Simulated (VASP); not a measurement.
# LiH (I4/mmm) in VASP: notebook

Runs on LiH. Level: r2SCAN. Tasks: single point.

Program: VASP 6.6.1. These are calculated values, not measurements. Logs are shortened: lines on timing, memory, paths and dates and some standing lists are left out, and cuts for length are marked.

**1. The cell of the first run**

It takes space group I4/mmm (No. 139, tetragonal). Conventional cell: a = 2.874 Å, b = 2.874 Å, c = 3.902 Å, α = 90.00°, β = 90.00°, γ = 90.00°. Li (site symmetry 4/mmm) has 6 H at 1.95 to 2.03 Å within 2.6 Å. H (site symmetry 4/mmm) has 6 Li at 1.95 to 2.03 Å within 2.6 Å.

**2. Single point, r2SCAN (strain -0.0400 x Voigt [0, 1, 0, 0, 0, 0])**

Input file POSCAR:

```
LiH
1.0
    0.0000000000      1.9512000000      2.0325000000
    2.0325000000      0.0000000000      2.0325000000
    2.0325000000      1.9512000000      0.0000000000
Li H
1 1
Direct
    0.0000000000      0.0000000000      0.0000000000
    0.5000000000      0.5000000000      0.5000000000
```

Input file INCAR.step1:

```
SYSTEM = LiH
PREC = Accurate ; ENCUT = 520
ISMEAR = 0 ; SIGMA = 0.05
LREAL = .FALSE. ; LASPH = .TRUE.
NELM = 60 ; NBANDS = 9
GGA = PE ; ALGO = Normal
EDIFF = 1E-4 ; LWAVE = .TRUE.
LCHARG = .FALSE.
```

Input file INCAR.step2:

```
SYSTEM = LiH
PREC = Accurate ; ENCUT = 520
EDIFF = 1E-6 ; ISMEAR = 0
SIGMA = 0.05 ; LREAL = .FALSE.
LASPH = .TRUE. ; NELM = 60
ALGO = Normal ; ISIF = 2
LWAVE = .FALSE. ; LCHARG = .FALSE.
METAGGA = R2SCAN ; LMIXTAU = .TRUE.
NBANDS = 9 ; ISTART = 1
```

Input file KPOINTS:

```
Automatic mesh
0
G
  10 10 10
  0 0 0
```

Potentials or basis: VASP PAW PBE potentials, release 64 (Li_sv, H).

Run with:

```sh
> cat potpaw_PBE.64/Li_sv/POTCAR potpaw_PBE.64/H/POTCAR > POTCAR
> cp INCAR.step1 INCAR
> mpirun -np 1 vasp_std > vasp.out
> cp INCAR.step2 INCAR
> mpirun -np 1 vasp_std > vasp.out
```

OUTCAR:

```text
SYSTEM = LiH
   PREC = Accurate
   ENCUT = 520
   EDIFF = 1E-6
   ISMEAR = 0
   LREAL = .FALSE.
   LASPH = .TRUE.
   NELM = 60
   ISIF = 2
   METAGGA = R2SCAN
   ISTART = 1

 ion  position               nearest neighbor table
   1  0.000  0.000  0.000-
   2  0.500  0.500  0.500-

  LATTYP: Found a body centered tetragonal cell.
 ALAT       =     2.8743890655
 C/A-ratio  =     1.3576450199

  Lattice vectors:

 A1 = (   0.0000000000,  -1.9512000000,   2.0325000000)
 A2 = (   0.0000000000,  -1.9512000000,  -2.0325000000)
 A3 = (   2.0325000000,   1.9512000000,   0.0000000000)

Analysis of symmetry for initial positions (statically):
=====================================================================
 Subroutine PRICEL returns:
 Original cell was already a primitive cell.

 Routine SETGRP: Setting up the symmetry group for a
 body centered tetragonal supercell.

 Subroutine GETGRP returns: Found 16 space group operations
 (whereof 16 operations were pure point group operations)
 out of a pool of 16 trial point group operations.

The static configuration has the point symmetry D_4h.

Analysis of symmetry for dynamics (positions and initial velocities):
=====================================================================
 Subroutine PRICEL returns:
 Original cell was already a primitive cell.

 Routine SETGRP: Setting up the symmetry group for a
 body centered tetragonal supercell.

 Subroutine GETGRP returns: Found 16 space group operations
 (whereof 16 operations were pure point group operations)
 out of a pool of 16 trial point group operations.

The dynamic configuration has the point symmetry D_4h.

 Subroutine INISYM returns: Found 16 space group operations
 (whereof 16 operations are pure point group operations),
 and found     1 'primitive' translations

----------------------------------------------------------------------------------------

                                     Primitive cell

  volume of cell :      16.1210

  direct lattice vectors                    reciprocal lattice vectors
     0.000000000  1.951200000  2.032500000    -0.246002460  0.256252563  0.246002460
     2.032500000  0.000000000  2.032500000     0.246002460 -0.256252563  0.246002460
     2.032500000  1.951200000  0.000000000     0.246002460  0.256252563 -0.246002460

  length of vectors
     2.817487833  2.874389066  2.817487833     0.432087718  0.432087718  0.432087718

  position of ions in fractional coordinates (direct lattice)
[... 78 lines left out ...]
   NELM   =     60;   NELMIN=  2; NELMDL=  0     # of ELM steps
   EDIFF  = 0.1E-05   stopping-criterion for ELM
   LREAL  =      F    real-space projection
   EDIFFG = 0.1E-04   stopping-criterion for IOM
   NSW    =      0    number of steps for IOM
   IBRION =     -1    ionic relax: 0-MD 1-quasi-New 2-CG
   NFREE  =      0    steps in history (QN), initial steepest desc. (CG)
   ISIF   =      2    stress and relaxation
   ISYM   =      2    0-nonsym 1-usesym 2-fastsym
   POTIM  = 0.5000    time-step for ionic-motion
   TEBEG  =    0.0;   TEEND  =   0.0 temperature during run
   PSTRESS=    0.0 pullay stress
   NELECT =       4.0000    total number of electrons
   NUPDOWN=      -1.0000    fix difference up-down
   EMIN   =  10.00;   EMAX   =-10.00  energy-range for DOS
   EFERMI =   0.00;   METHOD = LEGACY
   ISMEAR =     0;   SIGMA  =   0.05  broadening in eV -4-tet -1-fermi 0-gaus
   EFERMI_NEDOS =   21; number of points for ismear=-14 and -15
   IALGO  =     38    algorithm
   IMIX   =      4    mixing-type and parameters
     AMIX     =   0.40;   BMIX     =  1.00
     AMIX_MAG =   1.60;   BMIX_MAG =  1.00
  volume/ion in A,a.u.               =       8.06        54.40
  Fermi-wavevector in a.u.,A,eV,Ry     =   1.028720  1.943999 14.398568  1.058265
  Thomas-Fermi vector in A             =   2.162731
   LORBIT       =      0    0 simple, 1 ext, 2 COOP (PROOUT), +10 PAW based schemes
   METAGGA = R2SCAN    functional components
   LHFCALC =     F    Hartree Fock is set to
   AEXX    =    0.0000 exact exchange contribution
   IVDW    =     0    specifies the selected vdW correction
   LEPSILON=     F    determine dielectric tensor
   LRPA    =     F    only Hartree local field effects (RPA)
 non-spin polarized calculation
 Gauss-broadening in eV      SIGMA  =   0.05
  energy-cutoff  :      520.00
  volume of cell :       16.12
 maximum number of plane-waves:       446
 NGX is ok and might be reduce to    24
   NGX = 11   NGY = 11   NGZ = 11

 number of electron       3.9999995 magnetization

 Free energy of the ion-electron system (eV)
  ---------------------------------------------------
  ext. energy  EPLUGINS =         0.00000000
  ---------------------------------------------------
  free energy    TOTEN  =        -6.81357990 eV

  energy without entropy =       -6.81357990  energy(sigma->0) =       -6.81357990

 E-fermi :   0.3067     XC(G=0):  -8.8194

 val. band max:        0.0089015578   @ k =   0.5000   0.0000   0.5000
 cond. band min:       3.2016882732   @ k =   0.5000   0.5000   0.0000
 fundamental gap:      3.1927867155
 Fermi energy:         0.3066557511

 k-point     1 :       0.0000    0.0000    0.0000
  band No.  band energies     occupation
      1     -45.9281      2.00000
      2      -5.6319      2.00000
      3      17.3782      0.00000
      4      18.9434      0.00000
      5      19.3492      0.00000
      6      19.3498      0.00000
      7      23.5590      0.00000
      8      23.5591      0.00000
      9      23.7959      0.00000
[... 265 lines left out ...]
 k-point    24 :       0.4000    0.3000    0.0000
  band No.  band energies     occupation
      1     -45.8826      2.00000
      2      -2.5097      2.00000
      3       6.9236      0.00000
      4      11.3538      0.00000
      5      12.8119      0.00000
      6      17.4966      0.00000
      7      19.2739      0.00000
      8      30.5078      0.00000
      9      32.1646      0.00000

 [... further k-points ...]
[... 5 lines left out ...]
  --------------------------------------------------------------------------------------
  -------------------------------------------------------------------------------------
  Total       -0.1452380      0.1543076     -0.1452380      0.0000000      0.0000000      0.0000000
  in kB      -14.4343775     15.3357499    -14.4343775      0.0000000      0.0000000      0.0000000
  external PRESSURE =      -4.5110017 kB  Pullay stress =       0.0000000 kB

 VOLUME and BASIS-vectors are now :
 -----------------------------------------------------------------------------
  energy-cutoff  :      520.00
  volume of cell :       16.12
      direct lattice vectors                 reciprocal lattice vectors
     0.000000000  1.951200000  2.032500000    -0.246002460  0.256252563  0.246002460
     2.032500000  0.000000000  2.032500000     0.246002460 -0.256252563  0.246002460
     2.032500000  1.951200000  0.000000000     0.246002460  0.256252563 -0.246002460

 POSITION                                       TOTAL-FORCE (eV/Angst)
 -----------------------------------------------------------------------------------
      0.00000      0.00000      0.00000         0.000000     -0.000000     -0.000000
      2.03250      1.95120      2.03250         0.000000      0.000000      0.000000
 -----------------------------------------------------------------------------------
    total drift:                                0.000000     -0.000000     -0.000000

  FREE ENERGIE OF THE ION-ELECTRON SYSTEM (eV)
  ---------------------------------------------------
  free  energy   TOTEN  =        -6.8135798957 eV

  energy  without entropy=       -6.8135798957  energy(sigma->0) =       -6.81357990
```

OSZICAR.step1:

```text
N       E                     dE             d eps       ncg     rms          rms(c)
DAV:   1    -0.144330390880E+01   -0.14433E+01   -0.14018E+03  1852   0.409E+02
DAV:   2    -0.629306510262E+01   -0.48498E+01   -0.48202E+01  2636   0.559E+01
DAV:   3    -0.636653710697E+01   -0.73472E-01   -0.73446E-01  2275   0.563E+00
DAV:   4    -0.636687636819E+01   -0.33926E-03   -0.33920E-03  2526   0.335E-01
DAV:   5    -0.636687742054E+01   -0.10523E-05   -0.10524E-05  2234   0.156E-02    0.288E+00
DAV:   6    -0.618290438090E+01    0.18397E+00   -0.14980E-01  2057   0.120E+00    0.144E+00
DAV:   7    -0.612131433632E+01    0.61590E-01   -0.19253E-01  2168   0.154E+00    0.221E-01
DAV:   8    -0.612313213846E+01   -0.18178E-02   -0.43769E-03  2192   0.429E-01    0.428E-02
DAV:   9    -0.612306349675E+01    0.68642E-04   -0.15256E-04  2289   0.482E-02
   1 F= -.61230635E+01 E0= -.61230635E+01  d E =-.207387E-18
```

Run time: 43 s. Hardware: 1 thread of Intel Xeon 8259CL, shared host; peak memory 0.14 GiB.

Results:

```
Free energy            : -6.8136 eV
Band gap on the k mesh : 3.19 eV (least direct gap 3.49 eV)
```

Levels at points of the mesh, in eV from the valence-band top:
| k point | band 1 | band 2 | band 3 | band 4 | band 5 |
| --- | --- | --- | --- | --- | --- |
| (0.00, 0.00, 0.00) | -45.94 | -5.64 | 17.37 | 18.93 | 19.34 |
| (0.50, 0.00, 0.00) | -45.89 | -2.84 | 5.47 | 14.64 | 17.52 |
| (0.50, 0.50, 0.00) | -45.88 | -0.30 | 3.19 | 11.60 | 11.97 |
| (0.50, 0.00, 0.50) | -45.87 | 0.00 | 3.78 | 11.08 | 11.08 |

Caveat: the cell differs from its parent crystal (strain -0.0400 x Voigt [0, 1, 0, 0, 0, 0]); the cutoff is under 1.25 times the usual one of these potentials, so pressure, stress and relaxed cells hold a basis-set (Pulay) error; the PAW data sets were made with another functional, which shifts forces and pressure a little. A k mesh can miss the band edges.

**3. Single point, r2SCAN (strain -0.0300 x Voigt [0, 1, 0, 0, 0, 0])**

Input file POSCAR:

```
LiH
1.0
    0.0000000000      1.9715250000      2.0325000000
    2.0325000000      0.0000000000      2.0325000000
    2.0325000000      1.9715250000      0.0000000000
Li H
1 1
Direct
    0.0000000000      0.0000000000      0.0000000000
    0.5000000000      0.5000000000      0.5000000000
```

Input file INCAR.step1:

```
PREC = Accurate
ENCUT = 520
ISMEAR = 0
SIGMA = 0.05
LREAL = F
LASPH = T
NELM = 60
NBANDS = 9
GGA = PE
ALGO = Normal
EDIFF = 1E-4
LWAVE = T
LCHARG = F
```

Input file INCAR.step2:

```
PREC = Accurate
ENCUT = 520
EDIFF = 1E-7
ISMEAR = 0
SIGMA = 0.05
LREAL = F
LASPH = T
NELM = 60
ALGO = Normal
ISIF = 2
LWAVE = F
LCHARG = F
METAGGA = R2SCAN
LMIXTAU = T
NBANDS = 9
ISTART = 1
```

Input file KPOINTS:

```
Automatic mesh
0
Gamma
  10 10 10
```

Potentials or basis: VASP PAW PBE potentials, release 64 (Li_sv, H).

Run with:

```sh
> cat potpaw_PBE.64/Li_sv/POTCAR potpaw_PBE.64/H/POTCAR > POTCAR
> cp INCAR.step1 INCAR
> mpirun -np 1 vasp_std > vasp.out
> cp INCAR.step2 INCAR
> mpirun -np 1 vasp_std > vasp.out
```

Run time: 71 s. Hardware: 1 thread of Intel Xeon 8259CL, shared host; peak memory 0.14 GiB.

The run converged. Its results:

```yaml
Free_energy: -6.8150 eV
Band_gap_on_the_k_mesh: 3.30 eV (least direct gap 3.52 eV)
```

Levels at points of the mesh, in eV from the valence-band top:
```
           k point  band 1  band 2  band 3  band 4  band 5  band 6  band 7
(0.00, 0.00, 0.00)  -45.89   -5.55   17.30   18.93   19.23   19.23   23.48
(0.50, 0.00, 0.00)  -45.85   -2.75    5.49   14.63   17.58   18.29   19.20
(0.50, 0.50, 0.00)  -45.84   -0.23    3.30   11.58   11.85   14.99   18.93
(0.50, 0.00, 0.50)  -45.83    0.00    3.73   11.19   11.19   14.50   18.71
```

Caveat: the cell differs from its parent crystal (strain -0.0300 x Voigt [0, 1, 0, 0, 0, 0]); the cutoff is under 1.25 times the usual one of these potentials, so pressure, stress and relaxed cells hold a basis-set (Pulay) error; the PAW data sets were made with another functional, which shifts forces and pressure a little. A k mesh can miss the band edges.

**4. Single point, r2SCAN (strain -0.0200 x Voigt [0, 1, 0, 0, 0, 0])**

Input file POSCAR:

```
LiH
1.0
    0.0000000000      1.9918500000      2.0325000000
    2.0325000000      0.0000000000      2.0325000000
    2.0325000000      1.9918500000      0.0000000000
Li H
1 1
Direct
    0.0000000000      0.0000000000      0.0000000000
    0.5000000000      0.5000000000      0.5000000000
```

Input file INCAR.step1:

```
SYSTEM = LiH
PREC = Accurate ; ENCUT = 520
ISMEAR = 0 ; SIGMA = 0.05
LREAL = .False. ; LASPH = .True.
NELM = 60 ; NBANDS = 9
GGA = PE ; ALGO = Normal
EDIFF = 1E-4 ; LWAVE = .True.
LCHARG = .False.
```

Input file INCAR.step2:

```
SYSTEM = LiH
PREC = Accurate ; ENCUT = 520
EDIFF = 1E-6 ; ISMEAR = 0
SIGMA = 0.05 ; LREAL = .False.
LASPH = .True. ; NELM = 60
ALGO = Normal ; ISIF = 2
LWAVE = .False. ; LCHARG = .False.
METAGGA = R2SCAN ; LMIXTAU = .True.
NBANDS = 9 ; ISTART = 1
```

Input file KPOINTS:

```
regular mesh
0
Gamma
  10 10 10
  0 0 0
```

Run with:

```sh
> cat potpaw_PBE.64/Li_sv/POTCAR potpaw_PBE.64/H/POTCAR > POTCAR
> cp INCAR.step1 INCAR
> mpirun -np 1 vasp_std > vasp.out
> cp INCAR.step2 INCAR
> mpirun -np 1 vasp_std > vasp.out
```

Run time: 76 s. Hardware: 1 thread of Intel Xeon 8259CL, shared host; peak memory 0.14 GiB.

It converged, with:

```
Free energy            : -6.8154 eV
Band gap on the k mesh : 3.40 eV (least direct gap 3.55 eV)
```

Levels at points of the mesh, in eV from the valence-band top:
| k point | band 1 | band 2 | band 3 | band 4 | band 5 |
| --- | --- | --- | --- | --- | --- |
| (0.00, 0.00, 0.00) | -45.85 | -5.46 | 17.22 | 18.93 | 19.12 |
| (0.50, 0.00, 0.00) | -45.81 | -2.68 | 5.51 | 14.62 | 17.63 |
| (0.50, 0.50, 0.00) | -45.80 | -0.15 | 3.40 | 11.55 | 11.73 |
| (0.50, 0.00, 0.50) | -45.79 | 0.00 | 3.68 | 11.30 | 11.30 |

Caveat: the cell differs from its parent crystal (strain -0.0200 x Voigt [0, 1, 0, 0, 0, 0]); the cutoff is under 1.25 times the usual one of these potentials, so pressure, stress and relaxed cells hold a basis-set (Pulay) error; the PAW data sets were made with another functional, which shifts forces and pressure a little. A k mesh can miss the band edges.

**5. Single point, r2SCAN (strain -0.0100 x Voigt [0, 1, 0, 0, 0, 0])**

Input file POSCAR:

```
LiH
1.0
    0.0000000000      2.0121750000      2.0325000000
    2.0325000000      0.0000000000      2.0325000000
    2.0325000000      2.0121750000      0.0000000000
Li H
1 1
Direct
    0.0000000000      0.0000000000      0.0000000000
    0.5000000000      0.5000000000      0.5000000000
```

Input file INCAR.step1:

```
SYSTEM = LiH
PREC     = Accurate       ! precision mode
ENCUT    = 520            ! plane-wave cutoff, eV
ISMEAR   = 0              ! smearing method
SIGMA    = 0.05           ! smearing width, eV
LREAL    = .False.        ! projectors in reciprocal space
LASPH    = .True.         ! aspherical terms in the spheres
NELM     = 100            ! most SCF steps
NBANDS   = 9              ! bands
GGA      = PE             ! functional
ALGO     = Normal         ! electronic algorithm
EDIFF    = 1E-4           ! SCF threshold, eV
LWAVE    = .True.         ! write WAVECAR
LCHARG   = .False.        ! write CHGCAR
```

Input file INCAR.step2:

```
SYSTEM = LiH
PREC     = Accurate       ! precision mode
ENCUT    = 520            ! plane-wave cutoff, eV
EDIFF    = 1E-6           ! SCF threshold, eV
ISMEAR   = 0              ! smearing method
SIGMA    = 0.05           ! smearing width, eV
LREAL    = .False.        ! projectors in reciprocal space
LASPH    = .True.         ! aspherical terms in the spheres
NELM     = 100            ! most SCF steps
ALGO     = Normal         ! electronic algorithm
ISIF     = 2              ! what is computed and relaxed
LWAVE    = .False.        ! write WAVECAR
LCHARG   = .False.        ! write CHGCAR
METAGGA  = R2SCAN         ! meta-GGA
LMIXTAU  = .True.       
NBANDS   = 9              ! bands
ISTART   = 1
```

Input file KPOINTS:

```
Automatic mesh
0
Gamma
  10 10 10
  0 0 0
```

Run with:

```sh
> cat potpaw_PBE.64/Li_sv/POTCAR potpaw_PBE.64/H/POTCAR > POTCAR
> cp INCAR.step1 INCAR
> mpirun -np 1 vasp_std > vasp.out
> cp INCAR.step2 INCAR
> mpirun -np 1 vasp_std > vasp.out
```

It took 94 s on 1 thread of Intel Xeon 8259CL, shared host; peak memory 0.14 GiB.

It converged, with:

- Free energy: -6.8151 eV
- Band gap on the k mesh: 3.50 eV (least direct gap 3.58 eV)

Levels at points of the mesh, in eV from the valence-band top:
```
           k point  band 1  band 2  band 3  band 4  band 5  band 6  band 7
(0.00, 0.00, 0.00)  -45.81   -5.38   17.14   18.92   19.02   19.02   23.36
(0.50, 0.00, 0.00)  -45.77   -2.60    5.53   14.59   17.68   17.90   19.32
(0.50, 0.50, 0.00)  -45.76   -0.07    3.50   11.53   11.62   14.84   18.66
(0.50, 0.00, 0.50)  -45.75    0.00    3.64   11.41   11.41   14.68   18.59
```

Caveat: the cell differs from its parent crystal (strain -0.0100 x Voigt [0, 1, 0, 0, 0, 0]); the cutoff is under 1.25 times the usual one of these potentials, so pressure, stress and relaxed cells hold a basis-set (Pulay) error; the PAW data sets were made with another functional, which shifts forces and pressure a little.

**6. Summary**

```csv
cell,gap on the mesh (eV)
"a = 2.817, b = 2.874 Å, angles 59.3, 61.3, 59.3°, 2 atoms",3.19
"a = 2.832, b = 2.874 Å, angles 59.5, 61.0, 59.5°, 2 atoms",3.30
"a = 2.846, b = 2.874 Å, angles 59.7, 60.7, 59.7°, 2 atoms",3.40
"a = 2.860, b = 2.874 Å, angles 59.8, 60.3, 59.8°, 2 atoms",3.50
```

Alike in all rows: task single point; level r2SCAN; potentials or basis VASP PAW PBE potentials, release 64 (Li_sv, H); no spin polarisation; k mesh 10 × 10 × 10; cutoff (eV) 520; smearing gaussian 0.05 eV.

Caveats: the cutoff is under 1.25 times the usual one of these potentials, so pressure, stress and relaxed cells hold a basis-set (Pulay) error; the PAW data sets were made with another functional, which shifts forces and pressure a little.

Total energies depend on the potentials used, so only differences within one code and one set of settings carry meaning.
